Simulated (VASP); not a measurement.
A run of VASP 6.6.1 is set up as follows.

File INCAR:

```
ALGO     = Normal         # electronic algorithm
EDIFF    = 1E-7           # SCF threshold, eV
ENCUT    = 520            # plane-wave cutoff, eV
GGA      = PE             # functional
ISIF     = 2              # what is computed and relaxed
ISMEAR   = 0              # smearing method
LASPH    = True           # aspherical terms in the spheres
LCHARG   = False          # write CHGCAR
LREAL    = False          # projectors in reciprocal space
LWAVE    = False          # write WAVECAR
NBANDS   = 11             # bands
NELM     = 80             # most SCF steps
PREC     = Accurate       # precision mode
SIGMA    = 0.05           # smearing width, eV
```

Contents of KPOINTS:

```
k-points
0
Gamma
  10 10 10
```

POSCAR

```
NaH
1.0
    2.8073678000      0.0000000000      0.0000000000
    0.0000000000      2.8073678000      0.0000000000
    0.0000000000      0.0000000000      3.0290021000
Na H
1 1
Direct
    0.0000000000      0.0000000000      0.0000000000
    0.5000000000      0.5000000000      0.5000000000
```

Potentials or basis: VASP PAW PBE potentials, release 64 (Na_pv, H).

Command:

```bash
$ cat potpaw_PBE.64/Na_pv/POTCAR potpaw_PBE.64/H/POTCAR > POTCAR
$ mpirun -np 1 vasp_std > vasp.out
```

Predict the pressure.

2.5 GPa.

What does it give for the band gap on the k mesh?

0.50 eV (least direct gap 4.49 eV).

Stress tensor (GPa, compression positive):
```
 5.67  0.00  0.00
 0.00  5.67  0.00
 0.00  0.00 -3.91
```

Caveat: the cell differs from its parent crystal (strain -0.050 along x and y, +0.025 along z). A k mesh can miss the band edges.
